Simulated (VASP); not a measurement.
Set up this calculation in VASP 6.6.1, as the native input.

| Item | Value |
| --- | --- |
| Task | single point |
| Functional | PBE |
| Dispersion | D3(BJ) |
| Potentials or basis | VASP PAW PBE potentials, release 64 (S, W_sv) |
| Cutoff | 520 eV |
| k mesh | 9 × 9 × 1 |
| Occupations | gaussian, width 0.05 eV |
| Spin | no spin polarisation |
| Dipole correction | yes |
| Further INCAR settings | ALGO = Normal; EDIFF = 1e-07; NBANDS = 35 |

The structure of WS2 lies in POSCAR:

```
WS2
1.0
    3.1595457497      0.0000000000      0.0000000000
   -1.5797728749      2.7362468836      0.0000000000
    0.0000000000      0.0000000000     23.8042575719
S W
4 2
Direct
    0.3333333333      0.6666666667      0.1890418126
    0.3333333333      0.6666666667      0.3214605103
    0.3333333333      0.8333333333      0.4596710800
    0.3333333333      0.8333333333      0.5920897776
    0.6666666667      0.3333333333      0.2552511581
    0.6666666667      0.5000000000      0.5258804254
```

This cell differs from its parent crystal: layers slid over each other.

The input as run:

INCAR

```
  PREC = Accurate
  ENCUT = 520
  EDIFF = 1E-7
  ISMEAR = 0
  SIGMA = 0.05
  LREAL = F
  LASPH = T
  NELM = 80
  ALGO = Normal
  ISIF = 2
  LWAVE = F
  LCHARG = T
  LDIPOL = T
  IDIPOL = 3
  DIPOL = 0.5 0.5 0.391
  GGA = PE
  IVDW = 12
  LELF = T
  LVHAR = T
  LVACPOTAV = T
  NBANDS = 35
```

KPOINTS

```
regular mesh
0
Gamma
  9 9 1
```

Potentials or basis: VASP PAW PBE potentials, release 64 (S, W_sv).

Command:

```console
$ cat potpaw_PBE.64/S/POTCAR potpaw_PBE.64/W_sv/POTCAR > POTCAR
$ mpirun -np 1 vasp_std > vasp.out
```

Results of the run:

```yaml
Largest_force: 0.126 eV/Å
Band_gap_on_the_k_mesh: 1.62 eV (least direct gap 1.90 eV)
Dispersion_energy_per_atom: -0.357 eV
```

Caveat: the cell differs from its parent crystal (layers slid over each other); spin-orbit coupling is left out, which moves the levels of the heavy elements.

Wall time 2.7 min on 1 thread of AMD EPYC 9R45 96-Core Processor (Zen 5), on a shared host, peak memory 0.36 GiB.
